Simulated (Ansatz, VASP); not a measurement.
## Two plane-wave programs on Be

Contents of INCAR:

```
SYSTEM = Be
PREC = Accurate
ENCUT = 520
EDIFF = 1E-6
ISMEAR = -1
SIGMA = 0.1
LREAL = .FALSE.
LASPH = .TRUE.
NELM = 60
ALGO = Normal
ISIF = 2
LWAVE = .FALSE.
LCHARG = .FALSE.
GGA = B5
ALDAX = 1.0
AGGAX = 1.0
AGGAC = 1.0
ALDAC = 0.0
NBANDS = 7
```

File KPOINTS:

```
regular mesh
0
G
  16 16 16
  0 0 0
```

File POSCAR:

```
Be
1.0
    2.2476201639      0.0000000000      0.0000000000
    0.0000000000      2.2476201639      0.0000000000
    0.0000000000      0.0000000000      2.2476201639
Be
1
Direct
    0.0000000000      0.0000000000      0.0000000000
```

Input for Ansatz:

```yaml
crystal:
  lattice:
    - [2.2476201639, 0.0, 0.0]
    - [0.0, 2.2476201639, 0.0]
    - [0.0, 0.0, 2.2476201639]
  atoms:
    - { symbol: Be, position: [0.0, 0.0, 0.0] }
hamiltonian:
  xc: blyp
  pseudopotentials:
    kind: paw
    azcp:
      Be: "pseudopotentials/Be.paw.azcp"
basis:
  ecutwfc: 420
  fft_grid_basis: typed
kpoints:
  mp_grid: { grid: [16, 16, 16], shift: [0, 0, 0] }
magnetization:
  spin_polarized: false
scf:
  occupations: { method: fermi_dirac, width: 0.1 }
  lower_state_search: "off"
output:
  stress: true
  write_density: true
  write_potential: true
  elf: true
  volumetric_format: npy
```

Alike in both runs: task single point; functional BLYP; k mesh 16 × 16 × 16; occupations fermi-dirac, width 0.1 eV; no spin polarisation.

|  | VASP | Ansatz |
| --- | --- | --- |
| version | VASP 6.6.1 | Ansatz 0.2.0 |
| potentials or method | VASP PAW PBE potentials, release 64 (Be), cutoff 520 eV | plane waves (420 eV) with PAW, scalar-relativistic |
| valence electrons in the cell | 2 | 2 |

Ansatz gave:

| Item | Value |
| --- | --- |
| pressure (GPa) | -4.5 |

Q: What did VASP give for the same quantities?

A: Pressure (GPa): -4.4.

VASP's potentials were made for PBE, not for BLYP.
